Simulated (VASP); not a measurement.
# Ti8Al23 (a cell with a defect) (vacancy hop of Al) in VASP: single point with PBE

Aim: the single point of Ti8Al23 (a cell with a defect) (vacancy hop of Al) with PBE.

All numbers are computed with VASP 6.6.1; they aren't measurements. Logs are shortened: lines on timing, memory, paths and dates and some standing lists are left out, and cuts for length are marked.

## Step 1: The cell of the first run

The cell holds a defect, 31 atoms: a = 7.690 Å, b = 7.690 Å, c = 8.624 Å, α = 90.00°, β = 90.00°, γ = 90.00°.

## Step 2: Single point, PBE

Contents of INCAR:

```
PREC = Accurate
ENCUT = 520
EDIFF = 1E-6
ISMEAR = 1
SIGMA = 0.1
LREAL = Auto
LASPH = T
NELM = 100
ALGO = Normal
ISIF = 2
LWAVE = F
LCHARG = F
GGA = PE
NBANDS = 104
```

Contents of KPOINTS:

```
regular mesh
0
Gamma
  2 2 2
```

Contents of POSCAR:

```
Ti8Al23
1.0
    7.6895028900      0.0000000000      0.0000000000
    0.0000000000      7.6895028900      0.0000000000
    0.0000000000      0.0000000000      8.6237151300
Ti Al
8 23
Direct
   -0.0003822094     -0.0003061316      0.0015844679
    0.2503650792      0.2505658724      0.4993414016
    0.0014900833      0.4997694981     -0.0000327005
    0.2503680703      0.7490938078      0.4993593753
    0.5011082062     -0.0002689381      0.0016177482
    0.7503401823      0.2487626349      0.5009531200
    0.4993063992      0.4997350355     -0.0000518338
    0.7503976632      0.7508918434      0.5009841971
    0.0013119184     -0.0001369399      0.4950488201
    0.2503732722      0.2487402667      0.0058446968
    0.0008299626      0.2494169035      0.2504812563
    0.2504115061     -0.0002269327      0.7505174861
    0.0006690940      0.2494261368      0.7504637969
    0.4999139808      0.2493168970      0.2504795169
   -0.0009353010      0.4998284096      0.5003079224
    0.2504120263      0.7507066559      0.0059342174
    0.0006166849      0.7500656522      0.2504611954
    0.2504129366      0.4997680676      0.7533086265
    0.0007190322      0.7501452412      0.7504568394
    0.2503546754      0.4997895254      0.2520071648
    0.4994367068     -0.0001918199      0.4951609527
    0.7503967529      0.2510476981      0.0007804061
    0.7503035089     -0.0001615189      0.7475913690
    0.5001277787      0.2494984432      0.7504406051
    0.7503712636     -0.0001851875      0.2489650884
    0.5017030431      0.4998193063      0.5001473188
    0.7503716537      0.7484625576      0.0005726070
    0.5001355816      0.7501648783      0.2504645582
    0.7503992238      0.4997827629      0.7504431562
    0.5000436381      0.7499998482      0.7504501137
    0.7503270475      0.4996930302      0.2504311619
```

Potentials or basis: VASP PAW PBE potentials, release 64 (Ti_sv, Al).

Started as:

```bash
$ cat potpaw_PBE.64/Ti_sv/POTCAR potpaw_PBE.64/Al/POTCAR > POTCAR
$ mpirun -np 1 vasp_std > vasp.out
```

OUTCAR:

```text
PREC = Accurate
   ENCUT = 520
   EDIFF = 1E-6
   ISMEAR = 1
   LREAL = Auto
   LASPH = T
   NELM = 100
   ISIF = 2
   GGA = PE

 ion  position               nearest neighbor table
   1  1.000  1.000  0.002-  16 2.72  10 2.72  27 2.72  22 2.72  25 2.87  17 2.88  11 2.88  19 2.89
                            13 2.89  12 2.90  23 2.91
   2  0.250  0.251  0.499-   9 2.72  21 2.72  15 2.72  26 2.72  20 2.87  11 2.88  14 2.88  13 2.89
                            24 2.89  12 2.90  18 2.91
   3  0.001  0.500  1.000-  27 2.72  22 2.72  16 2.72  10 2.72  18 2.86  13 2.89  19 2.89  29 2.89
                            17 2.89  11 2.89  20 2.90  31 2.90
   4  0.250  0.749  0.499-  21 2.72   9 2.72  15 2.72  26 2.72  20 2.87  17 2.88  28 2.88  19 2.89
                            30 2.89  12 2.90  18 2.91
   5  0.501  1.000  0.002-  16 2.72  10 2.72  27 2.72  22 2.72  25 2.87  28 2.88  14 2.88  30 2.89
                            24 2.89  12 2.90  23 2.91
   6  0.750  0.249  0.501-  26 2.72  15 2.72  21 2.72   9 2.72  23 2.86  24 2.89  13 2.89  29 2.89
                            14 2.89  11 2.89  25 2.90  31 2.90
   7  0.499  0.500  1.000-  22 2.72  27 2.72  16 2.72  10 2.72  18 2.86  24 2.89  30 2.89  29 2.89
                            28 2.89  14 2.89  20 2.90  31 2.90
   8  0.750  0.751  0.501-  15 2.72  26 2.72  21 2.72   9 2.72  23 2.86  19 2.89  30 2.89  29 2.89
                            17 2.89  28 2.89  25 2.90  31 2.90
   9  0.001  1.000  0.495-   2 2.72   4 2.72   6 2.72   8 2.72  11 2.85  17 2.85  25 2.87  23 2.91
                            12 2.92  13 2.92  19 2.92
  10  0.250  0.249  0.006-   5 2.72   1 2.72   3 2.72   7 2.72  14 2.85  11 2.85  20 2.87  18 2.91
                            12 2.92  13 2.92  24 2.92
  11  0.001  0.249  0.250-  20 2.72  25 2.72  31 2.72   9 2.85  10 2.85   2 2.88   1 2.88  22 2.89
                            15 2.89   3 2.89   6 2.89
[... 23 lines left out ...]
                             5 2.91   1 2.91  27 2.91  22 2.92
  24  0.500  0.249  0.750-  12 2.72  23 2.72  18 2.72  29 2.72   6 2.89   7 2.89  26 2.89  22 2.89
                             2 2.89   5 2.89  21 2.92  10 2.92
  25  0.750  1.000  0.249-  28 2.72  14 2.72  17 2.72  11 2.72   5 2.87   1 2.87   9 2.87  21 2.87
                            22 2.88  27 2.89   6 2.90   8 2.90
  26  0.502  0.500  0.500-   6 2.72   8 2.72   2 2.72   4 2.72  31 2.88  20 2.88  29 2.88  28 2.89
                            14 2.89  30 2.89  24 2.89  18 2.92
  27  0.750  0.748  0.001-   7 2.72   3 2.72   1 2.72   5 2.72  31 2.88  29 2.88  25 2.89  28 2.89
                            17 2.89  30 2.89  19 2.89  23 2.91
  28  0.500  0.750  0.250-  25 2.72  20 2.72  31 2.72  16 2.85  21 2.85   5 2.88   4 2.88  26 2.89
                            27 2.89   8 2.89   7 2.89
  29  0.750  0.500  0.750-  24 2.72  30 2.72  13 2.72  19 2.72  15 2.88  27 2.88  26 2.88  22 2.88
                             6 2.89   8 2.89   7 2.89   3 2.89
  30  0.500  0.750  0.750-  12 2.72  18 2.72  23 2.72  29 2.72   7 2.89   8 2.89  27 2.89  26 2.89
                             4 2.89   5 2.89  21 2.92  16 2.92
  31  0.750  0.500  0.250-  17 2.72  28 2.72  11 2.72  14 2.72  22 2.88  26 2.88  15 2.88  27 2.88
                             6 2.90   7 2.90   3 2.90   8 2.90

  LATTYP: Found a simple tetragonal cell.
 ALAT       =     7.6895028900
 C/A-ratio  =     1.1214918901

  Lattice vectors:

 A1 = (   7.6895028900,   0.0000000000,   0.0000000000)
 A2 = (   0.0000000000,   7.6895028900,   0.0000000000)
 A3 = (   0.0000000000,   0.0000000000,   8.6237151300)

Analysis of symmetry for initial positions (statically):
=====================================================================
 Subroutine PRICEL returns:
 Original cell was already a primitive cell.

 Routine SETGRP: Setting up the symmetry group for a
 simple tetragonal supercell.

 Subroutine GETGRP returns: Found  1 space group operations
 (whereof  1 operations were pure point group operations)
 out of a pool of 16 trial point group operations.

The static configuration has the point symmetry C_1 .

Analysis of symmetry for dynamics (positions and initial velocities):
=====================================================================
 Subroutine PRICEL returns:
 Original cell was already a primitive cell.

 Routine SETGRP: Setting up the symmetry group for a
 simple tetragonal supercell.

 Subroutine GETGRP returns: Found  1 space group operations
 (whereof  1 operations were pure point group operations)
 out of a pool of 16 trial point group operations.

The dynamic configuration has the point symmetry C_1 .

 Subroutine INISYM returns: Found  1 space group operations
 (whereof  1 operations are pure point group operations),
 and found     1 'primitive' translations

----------------------------------------------------------------------------------------

                                     Primitive cell

  volume of cell :     509.9069

  direct lattice vectors                    reciprocal lattice vectors
     7.689502890  0.000000000  0.000000000     0.130047418  0.000000000  0.000000000
     0.000000000  7.689502890  0.000000000     0.000000000  0.130047418  0.000000000
     0.000000000  0.000000000  8.623715130     0.000000000  0.000000000  0.115959303

  length of vectors
     7.689502890  7.689502890  8.623715130     0.130047418  0.130047418  0.115959303

  position of ions in fractional coordinates (direct lattice)
     0.999617791  0.999693868  0.001584468
     0.250365079  0.250565872  0.499341402
     0.001490083  0.499769498  0.999967299
     0.250368070  0.749093808  0.499359375
     0.501108206  0.999731062  0.001617748
     0.750340182  0.248762635  0.500953120
[... 23 lines left out ...]
     0.500043638  0.749999848  0.750450114
     0.750327048  0.499693030  0.250431162

  ion indices of the primitive-cell ions
   primitive index   ion index
                 1           1
                 2           2
                 3           3
                 4           4
                 5           5
                 6           6
[... 23 lines left out ...]
                30          30
                31          31

----------------------------------------------------------------------------------------

 KPOINTS: regular mesh

Automatic generation of k-mesh.
 Grid dimensions read from file:
 generate k-points for:    2    2    2

 Generating k-lattice:

  Cartesian coordinates                     Fractional coordinates (reciprocal lattice)
     0.065023709  0.000000000  0.000000000     0.500000000  0.000000000  0.000000000
     0.000000000  0.065023709  0.000000000     0.000000000  0.500000000  0.000000000
     0.000000000  0.000000000  0.057979652     0.000000000  0.000000000  0.500000000

  Length of vectors
     0.065023709  0.065023709  0.057979652

  Shift w.r.t. Gamma in fractional coordinates (k-lattice)
     0.000000000  0.000000000  0.000000000

 Subroutine IBZKPT returns following result:
 ===========================================

 Found      8 irreducible k-points:

 Following reciprocal coordinates:
            Coordinates               Weight
  0.000000  0.000000  0.000000      1.000000
  0.500000  0.000000  0.000000      1.000000
  0.000000  0.500000  0.000000      1.000000
  0.500000  0.500000  0.000000      1.000000
  0.000000  0.000000  0.500000      1.000000
  0.500000  0.000000  0.500000      1.000000
  0.000000  0.500000  0.500000      1.000000
  0.500000  0.500000  0.500000      1.000000
   k-points           NKPTS =      8   k-points in BZ     NKDIM =      8   number of bands    NBANDS=    104
   number of dos      NEDOS =    301   number of ions     NIONS =     31
   total plane-waves  NPLWV = 230400
   dimension x,y,z NGX =    60 NGY =   60 NGZ =   64
   dimension x,y,z NGXF=   120 NGYF=  120 NGZF=  128
   ions per type =               8  23
   NGX,Y,Z   is equivalent  to a cutoff of  12.97, 12.97, 12.34 a.u.
   NGXF,Y,Z  is equivalent  to a cutoff of  25.94, 25.94, 24.68 a.u.
 SYSTEM =  unknown system
   PREC   = accura    normal or accurate (medium, high low for compatibility)
   ISTART =      0    job   : 0-new  1-cont  2-samecut
   ICHARG =      2    charge: 1-file 2-atom 10-const
   ISPIN  =      1    spin polarized calculation?
   LNONCOLLINEAR =      F non collinear calculations
   LSORBIT =      F    spin-orbit coupling
   LASPH  =      T    aspherical Exc in radial PAW
   ENCUT  =  520.0 eV  38.22 Ry    6.18 a.u.  14.30 14.30 16.03*2*pi/ulx,y,z
   NELM   =    100;   NELMIN=  2; NELMDL= -5     # of ELM steps
   EDIFF  = 0.1E-05   stopping-criterion for ELM
   LREAL  =      T    real-space projection
   EDIFFG = 0.1E-04   stopping-criterion for IOM
   NSW    =      0    number of steps for IOM
   IBRION =     -1    ionic relax: 0-MD 1-quasi-New 2-CG
   NFREE  =      0    steps in history (QN), initial steepest desc. (CG)
   ISIF   =      2    stress and relaxation
   ISYM   =      2    0-nonsym 1-usesym 2-fastsym
   POTIM  = 0.5000    time-step for ionic-motion
   TEBEG  =    0.0;   TEEND  =   0.0 temperature during run
   PSTRESS=    0.0 pullay stress
   NELECT =     165.0000    total number of electrons
   NUPDOWN=      -1.0000    fix difference up-down
   EMIN   =  10.00;   EMAX   =-10.00  energy-range for DOS
   EFERMI =   0.00;   METHOD = LEGACY
   ISMEAR =     1;   SIGMA  =   0.10  broadening in eV -4-tet -1-fermi 0-gaus
   EFERMI_NEDOS =   21; number of points for ismear=-14 and -15
   IALGO  =     38    algorithm
   IMIX   =      4    mixing-type and parameters
     AMIX     =   0.40;   BMIX     =  1.00
     AMIX_MAG =   1.60;   BMIX_MAG =  1.00
  volume/ion in A,a.u.               =      16.45       111.00
  Fermi-wavevector in a.u.,A,eV,Ry     =   1.123930  2.123919 17.187126  1.263218
  Thomas-Fermi vector in A             =   2.260599
   LORBIT       =      0    0 simple, 1 ext, 2 COOP (PROOUT), +10 PAW based schemes
   GGA     = PE    functional components
   LHFCALC =     F    Hartree Fock is set to
   AEXX    =    0.0000 exact exchange contribution
   IVDW    =     0    specifies the selected vdW correction
   LEPSILON=     F    determine dielectric tensor
   LRPA    =     F    only Hartree local field effects (RPA)
 non-spin polarized calculation
 Methfessel and Paxton  Order N= 1 SIGMA  =   0.10
  energy-cutoff  :      520.00
  volume of cell :      509.91
 maximum number of plane-waves:     13800
 NGX is ok and might be reduce to    60
   NGX = 29   NGY = 29   NGZ = 33

 number of electron     165.0000043 magnetization

 Free energy of the ion-electron system (eV)
  ---------------------------------------------------
  ext. energy  EPLUGINS =         0.00000000
  ---------------------------------------------------
  free energy    TOTEN  =      -158.90523806 eV

  energy without entropy =     -158.91851829  energy(sigma->0) =     -158.90966480

 E-fermi :   7.7511     XC(G=0): -10.5759

 val. band max:        7.7332318438   @ k =   0.0000   0.5000   0.5000
 cond. band min:       7.7768645052   @ k =   0.5000   0.0000   0.0000
 fundamental gap:      0.0436326614
 Fermi energy:         7.7511049084

 k-point     1 :       0.0000    0.0000    0.0000
  band No.  band energies     occupation
      1     -48.8155      2.00000
      2     -48.8151      2.00000
      3     -48.8141      2.00000
      4     -48.8139      2.00000
      5     -48.6560      2.00000
      6     -48.6556      2.00000
[... 765 lines left out ...]
     93       9.4593     -0.00000
     94       9.4600     -0.00000
 [bands above 94 left out]

------------------------ aborting loop because EDIFF is reached ----------------------------------------

  FORCE on cell =-STRESS in cart. coord.  units (eV):
  Direction    XX          YY          ZZ          XY          YZ          ZX
  --------------------------------------------------------------------------------------
  -------------------------------------------------------------------------------------
  Total       -0.5312202     -0.5271021     -3.3690718      0.0044773      0.0021660     -0.0112762
  in kB       -1.6691457     -1.6562061    -10.5859521      0.0140682      0.0068057     -0.0354309
  external PRESSURE =      -4.6371013 kB  Pullay stress =       0.0000000 kB

 VOLUME and BASIS-vectors are now :
 -----------------------------------------------------------------------------
  energy-cutoff  :      520.00
  volume of cell :      509.91
      direct lattice vectors                 reciprocal lattice vectors
     7.689502890  0.000000000  0.000000000     0.130047418  0.000000000  0.000000000
     0.000000000  7.689502890  0.000000000     0.000000000  0.130047418  0.000000000
     0.000000000  0.000000000  8.623715130     0.000000000  0.000000000  0.115959303

 POSITION                                       TOTAL-FORCE (eV/Angst)
 -----------------------------------------------------------------------------------
      7.68656      7.68715      0.01366        -0.013309      0.003643      0.002082
      1.92518      1.92673      4.30618         0.003284      0.010688      0.012335
      0.01146      3.84298      8.62343        -0.000473     -0.002674     -0.003134
      1.92521      5.76016      4.30633         0.002413     -0.012389      0.002216
      3.85327      7.68743      0.01395         0.012278      0.005668     -0.007051
      5.76974      1.91286      4.32008        -0.001405     -0.000246      0.006054
[... 23 lines left out ...]
      3.84509      5.76713      6.47167         0.001563      0.003819     -0.000724
      5.76964      3.84239      2.15965         0.000823      0.001207     -0.000272
 -----------------------------------------------------------------------------------
    total drift:                                0.022324     -0.008256     -0.014974

  FREE ENERGIE OF THE ION-ELECTRON SYSTEM (eV)
  ---------------------------------------------------
  free  energy   TOTEN  =      -158.9052380585 eV

  energy  without entropy=     -158.9185182882  energy(sigma->0) =     -158.90966480
```

It took 28 min on 1 thread of Intel Xeon 8259CL, shared host; peak memory 0.65 GiB.

Results:

* Free energy: -158.9052 eV
* Pressure: -0.5 GPa
* Largest force: 0.017 eV/Å

Forces on the atoms (eV/Å):
```
Ti  -0.013  0.004  0.002
Ti   0.003  0.011  0.012
Ti   0.000 -0.003 -0.003
Ti   0.002 -0.012  0.002
Ti   0.012  0.006 -0.007
Ti  -0.001  0.000  0.006
Ti   0.007 -0.004 -0.001
Ti   0.000 -0.004 -0.001
Al   0.002 -0.003  0.000
Al  -0.001  0.000  0.001
Al  -0.001 -0.002 -0.002
Al   0.000  0.001 -0.003
Al   0.003  0.000  0.000
Al   0.000 -0.001 -0.002
Al  -0.002 -0.001 -0.001
Al  -0.001  0.004  0.002
Al   0.003  0.002 -0.001
Al  -0.002  0.000  0.008
Al   0.001 -0.001 -0.001
Al   0.001  0.002 -0.003
Al  -0.004  0.000 -0.002
Al   0.000  0.001 -0.006
Al   0.002 -0.003 -0.002
Al  -0.003  0.000  0.001
Al   0.000  0.000  0.002
Al  -0.004  0.000  0.002
Al   0.000 -0.001 -0.001
Al  -0.004  0.000 -0.002
Al   0.000  0.000  0.001
Al   0.002  0.004 -0.001
Al   0.001  0.001  0.000
```

Levels at points of the mesh, in eV from the Fermi level:
```csv
k point,band 80,band 81,band 82,band 83,band 84,band 85
"(0.00, 0.00, 0.00)",-0.41,-0.22,0.18,0.29,0.40,0.56
"(0.50, 0.00, 0.00)",-0.33,-0.26,-0.22,-0.21,0.03,0.19
"(0.00, 0.50, 0.00)",-0.33,-0.26,-0.22,-0.21,0.03,0.19
"(0.50, 0.50, 0.00)",-0.17,-0.16,-0.09,-0.09,0.42,0.43
"(0.00, 0.00, 0.50)",-0.08,-0.08,0.22,0.55,0.58,0.67
"(0.50, 0.00, 0.50)",-0.21,-0.21,-0.02,0.17,0.24,0.29
"(0.00, 0.50, 0.50)",-0.21,-0.21,-0.02,0.17,0.24,0.29
"(0.50, 0.50, 0.50)",-0.42,-0.19,-0.19,-0.19,-0.11,-0.08
```

Caveat: the k points lie up to 0.41 Å⁻¹ apart.
